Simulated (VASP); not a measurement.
Input of a VASP 6.6.1 run:

Contents of INCAR:

```
SYSTEM = Ca
PREC     = Accurate       ! precision mode
ENCUT    = 600            ! plane-wave cutoff, eV
EDIFF    = 1E-6           ! SCF threshold, eV
ISMEAR   = -1             ! smearing method
SIGMA    = 0.05           ! smearing width, eV
LREAL    = .FALSE.        ! projectors in reciprocal space
LASPH    = .TRUE.         ! aspherical terms in the spheres
NELM     = 80             ! most SCF steps
ALGO     = Normal         ! electronic algorithm
ISIF     = 3              ! what is computed and relaxed
LWAVE    = .FALSE.        ! write WAVECAR
LCHARG   = .FALSE.        ! write CHGCAR
GGA      = PE             ! functional
IVDW     = 13             ! dispersion correction
IBRION   = 2              ! ionic algorithm
NSW      = 80             ! ionic steps
EDIFFG   = -0.005         ! ionic threshold
```

Contents of KPOINTS:

```
regular mesh
0
G
  8 8 8
  0 0 0
```

File POSCAR:

```
Ca
1.0
    0.0000000000      2.7942000000      2.7942000000
    2.7942000000      0.0000000000      2.7942000000
    2.7942000000      2.7942000000      0.0000000000
Ca
1
Direct
    0.0000000000      0.0000000000      0.0000000000
```

Potentials or basis: VASP PAW PBE potentials, release 64 (Ca_sv).

Command:

```console
$ cat potpaw_PBE.64/Ca_sv/POTCAR > POTCAR
$ mpirun -np 1 vasp_std > vasp.out
```

**Question.** What does it give for the band gap on the k mesh?

**Answer.** Zero (band 5 reaches 2.19 eV, above the bottom of band 6 at 1.84 eV).

**Question.** What does it give for the space group after relaxing (to 0.05 Å)?

**Answer.** Fm-3m (No. 225).

**Question.** What does it give for the relaxed cell?

**Answer.** a = 3.897 Å, b = 3.897 Å, c = 3.897 Å, α = 60.00°, β = 60.00°, γ = 60.00°.

**Question.** Predict the dispersion energy per atom.

**Answer.** -0.176 eV.

Step by step:
```csv
step,energy change (eV),largest force (eV/Å),pressure (GPa),volume (Å³)
1,0.0000,0.0000,-1.12,43.63
2,0.0082,0.0000,121.29,41.73
3,-0.0001,0.0000,-1.10,43.61
4,-0.0002,0.0000,-1.10,43.60
5,-0.0057,0.0000,-0.77,42.66
6,-0.0077,0.0000,-0.60,42.19
7,-0.0085,0.0000,-0.51,41.96
8,-0.0088,0.0000,-0.06,41.85
9,-0.0086,0.0000,2.16,41.81
10,-0.0049,0.0000,-0.82,42.81
11,-0.0063,0.0000,-0.72,42.53
12,-0.0071,0.0000,-0.65,42.35
13,-0.0081,0.0000,-0.55,42.08
14,-0.0085,0.0000,-0.50,41.94
15,-0.0087,0.0000,-0.40,41.88
16,-0.0088,0.0000,-0.01,41.84
```

Caveat: pairwise dispersion overbinds metals, which lowers pressure and volume.
